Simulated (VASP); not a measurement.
Wanted: the native input for a VASP 6.6.1 run.

```yaml
Task: single point
Functional: PBE
Potentials_or_basis: VASP PAW PBE potentials, release 64 (B, As, H)
Cutoff: 520 eV
k_mesh: 1 × 1 × 6
Occupations: gaussian, width 0.05 eV
Spin: no spin polarisation
Dipole_correction: no
Further_INCAR_settings: ALGO = Normal; EDIFF = 1e-06; NBANDS = 30
```

The structure of BAsH lies in POSCAR:

```
BAsH
1.0
   16.7000000000      0.0000000000      0.0000000000
    0.0000000000      9.3000000000      0.0000000000
    0.0000000000      0.0000000000      5.8615407134
B As H
4 4 4
Direct
    0.5506611094      0.5000000000      0.3333333333
    0.6519833282      0.5000000000      0.8333333333
    0.3480166718      0.5000000000      0.3333333333
    0.4493388906      0.5000000000      0.8333333333
    0.6519833282      0.5000000000      0.1666666667
    0.4493388906      0.5000000000      0.1666666667
    0.5506611094      0.5000000000      0.6666666667
    0.3480166718      0.5000000000      0.6666666667
    0.7136941205      0.5000000000      0.7318241860
    0.2863058795      0.5000000000      0.2318241860
    0.7308071973      0.5000000000      0.2963254095
    0.2691928027      0.5000000000      0.7963254095
```

One way to write it, as run:

INCAR

```
PREC = Accurate ; ENCUT = 520
EDIFF = 1E-6 ; ISMEAR = 0
SIGMA = 0.05 ; LREAL = F
LASPH = T ; NELM = 100
ALGO = Normal ; ISIF = 2
LWAVE = F ; LCHARG = F
GGA = PE ; NBANDS = 30
```

KPOINTS

```
Automatic mesh
0
Gamma
  1 1 6
```

Potentials or basis: VASP PAW PBE potentials, release 64 (B, As, H).

Command:

```sh
$ cat potpaw_PBE.64/B/POTCAR potpaw_PBE.64/As/POTCAR potpaw_PBE.64/H/POTCAR > POTCAR
$ mpirun -np 1 vasp_std > vasp.out
```

It gave:

The largest force is 0.847 eV/Å and the band gap on the k mesh is 1.64 eV.

Wall time 4.1 min on 1 thread of Intel(R) Xeon(R) Platinum 8375C CPU @ 2.90GHz (Ice Lake), on a shared host, peak memory 0.81 GiB.
